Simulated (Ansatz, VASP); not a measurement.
**Two plane-wave programs on BaTiO3**

The input INCAR:

```
SYSTEM = BaTiO3
PREC = Accurate ; ENCUT = 520
EDIFF = 1E-6 ; ISMEAR = 0
SIGMA = 0.05 ; LREAL = .FALSE.
LASPH = .TRUE. ; NELM = 100
ALGO = Normal ; ISIF = 2
LWAVE = .FALSE. ; LCHARG = .TRUE.
GGA = PE ; LELF = .TRUE.
LVHAR = .TRUE. ; NBANDS = 28
```

Contents of KPOINTS:

```
Automatic mesh
0
G
  8 8 8
  0 0 0
```

POSCAR

```
BaTiO3
1.0
    4.3662794332      0.0000000000      0.0000000000
    0.0000000000      4.3662794332      0.0000000000
    0.0000000000      0.0000000000      3.4057398672
Ba Ti O
1 1 3
Direct
    0.0000000000      0.0000000000      0.0000000000
    0.5000000000      0.5000000000      0.5000000000
    0.5000000000      0.5000000000      0.0000000000
    0.5000000000      0.0000000000      0.5000000000
    0.0000000000      0.5000000000      0.5000000000
```

Input for Ansatz:

```yaml
crystal:
  lattice:
    - [4.3662794332, 0.0, 0.0]
    - [0.0, 4.3662794332, 0.0]
    - [0.0, 0.0, 3.4057398672]
  atoms:
    - { symbol: Ba, position: [0.0, 0.0, 0.0] }
    - { symbol: Ti, position: [0.5, 0.5, 0.5] }
    - { symbol: O, position: [0.5, 0.5, 0.0] }
    - { symbol: O, position: [0.5, 0.0, 0.5] }
    - { symbol: O, position: [0.0, 0.5, 0.5] }
basis:
  ecutwfc: 420
kpoints:
  mp_grid: { grid: [8, 8, 8] }
hamiltonian:
  xc: pbe
scf:
  occupations: { method: gaussian, width: 0.05 }
output:
  forces: true
  stress: true
  eigenvalues: true
```

Alike in both runs: task single point; functional PBE; k mesh 8 × 8 × 8; occupations gaussian, width 0.05 eV; no spin polarisation.

```csv
,VASP,Ansatz
version,VASP 6.6.1,Ansatz 0.2.0
potentials or method,"VASP PAW PBE potentials, release 64 (Ba_sv, Ti_sv, O), cutoff 520 eV","scalar-relativistic, plane waves, PAW"
valence electrons in the cell,40,40
```

VASP gave:

- gap on the k mesh at the Fermi level (eV): 1.27
- least direct gap on the mesh (eV): 1.27
- pressure (GPa): 17.1
- traceless stress, the component that is largest in VASP (GPa): 51.50

**Question.** Which values does Ansatz return?

**Answer.** gap on the k mesh at the Fermi level (eV): 1.33; least direct gap on the mesh (eV): 1.33; pressure (GPa): 15.4; traceless stress, the component that is largest in VASP (GPa): 50.97.

Neither program's run includes spin-orbit coupling.
